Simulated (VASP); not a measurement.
Set up this calculation in VASP 6.6.1, as the native input.

```yaml
Task: single point
Functional: PBEsol
Potentials_or_basis: VASP PAW PBE potentials, release 64 (Cu)
Cutoff: 520 eV
k_mesh: 22 × 22 × 20
Occupations: gaussian, width 0.15 eV
Spin: no spin polarisation
Dipole_correction: no
Further_INCAR_settings: ALGO = Fast; EDIFF = 1e-06; NBANDS = 18
```

The structure of Cu lies in POSCAR:

```
Cu
1.0
    1.2146947347     -3.9594664907      0.0000000000
    1.2146947347      3.9594664907      0.0000000000
    0.0000000000      0.0000000000      2.4675572805
Cu
2
Direct
    0.1338543804      0.8661456196      0.2500000000
    0.8661456196      0.1338543804      0.7500000000
```

The input as run:

INCAR

```
ALGO     = Fast           # electronic algorithm
EDIFF    = 1E-6           # SCF threshold, eV
ENCUT    = 520            # plane-wave cutoff, eV
GGA      = PS             # functional
ISIF     = 2              # what is computed and relaxed
ISMEAR   = 0              # smearing method
LASPH    = True           # aspherical terms in the spheres
LCHARG   = False          # write CHGCAR
LREAL    = False          # projectors in reciprocal space
LWAVE    = False          # write WAVECAR
NBANDS   = 18             # bands
NELM     = 60             # most SCF steps
PREC     = Accurate       # precision mode
SIGMA    = 0.15           # smearing width, eV
```

KPOINTS

```
k-points
0
Gamma
  22 22 20
```

Potentials or basis: VASP PAW PBE potentials, release 64 (Cu).

Run with:

```bash
$ cat potpaw_PBE.64/Cu/POTCAR > POTCAR
$ mpirun -np 1 vasp_std > vasp.out
```

It gave:

```json
{"Pressure": "1.2 GPa", "Largest force": "0.005 eV/Å", "Band gap on the k mesh": "zero (band 11 reaches 11.34 eV, above the bottom of band 12 at 5.69 eV)"}
```

Caveat: the PAW data sets were made with another functional, which shifts forces and pressure a little.

Wall time 4 min on 1 thread of Intel(R) Xeon(R) 6975P-C (Granite Rapids) (shared host), peak memory 0.59 GiB.
